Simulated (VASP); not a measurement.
Here is a VASP 6.6.1 calculation.

Contents of INCAR:

```
SYSTEM = In
PREC = Accurate ; ENCUT = 600
EDIFF = 1E-6 ; ISMEAR = -1
SIGMA = 0.05 ; LREAL = .FALSE.
LASPH = .TRUE. ; NELM = 150
ALGO = Normal ; ISIF = 3
LWAVE = .FALSE. ; LCHARG = .FALSE.
MAGMOM = 0 0 0 ; LORBIT = 11
LSORBIT = .TRUE. ; GGA_COMPAT = .FALSE.
LORBMOM = .TRUE. ; GGA = PE
IBRION = 2 ; NSW = 60
EDIFFG = -0.005
```

File KPOINTS:

```
regular mesh
0
G
  13 13 13
  0 0 0
```

The input POSCAR:

```
In
1.0
    3.0974033059      0.0000000000      0.0000000000
    0.0000000000      3.0974033059      0.0000000000
    0.0000000000      0.0000000000      3.0974033059
In
1
Direct
    0.0000000000      0.0000000000      0.0000000000
```

Potentials or basis: VASP PAW PBE potentials, release 64 (In_d).

The run is started by

```sh
$ cat potpaw_PBE.64/In_d/POTCAR > POTCAR
$ mpirun -np 1 vasp_ncl > vasp.out
```

(1) Predict the relaxed cell.

(2) What does it give for the relaxed volume?

(3) Predict the net moment.

## Answers

(1) a = 3.094 Å, b = 3.094 Å, c = 3.094 Å, α = 90.00°, β = 90.00°, γ = 90.00°.

(2) 29.62 Å³/atom.

(3) 0.00 μB per cell.
